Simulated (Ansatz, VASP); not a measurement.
## Se in VASP and in Ansatz

```xyz
1
Lattice="2.3134 0.0000 0.0000 0.0000 3.9854 0.0000 -0.0710 0.0000 2.7321" Properties=species:S:1:pos:R:3 pbc="T T T"
Se   -0.0355    1.9927    1.3660
```

Alike in both runs: task relaxation of cell and atoms; functional PBE; k mesh 8 × 4 × 6; occupations gaussian, width 0.1 eV; no spin polarisation.

```csv
,VASP,Ansatz
version,VASP 6.6.1,Ansatz 0.2.0
potentials or method,"VASP PAW PBE potentials, release 64 (Se), cutoff 600 eV","scalar-relativistic, plane waves, PAW"
valence electrons in the cell,6,16
```

|  | VASP | Ansatz | Ansatz less VASP |
| --- | --- | --- | --- |
| gap on the k mesh at the Fermi level, each at its own relaxed structure (eV) | none | none | - |
| relaxed volume (Å³/atom) | 28.64 | 28.67 | +0.028 |
| relaxed cell length with the largest relative difference (Å) | 4.103 | 4.111 | +0.0077 |

A gap of «none» marks a metal or a gap that the smearing closes. VASP's potentials hold 6 valence electrons a cell and Ansatz's 16, so a difference there can come from the potentials and not from the codes.

The k mesh is coarse, so the values compare programs but aren't converged.
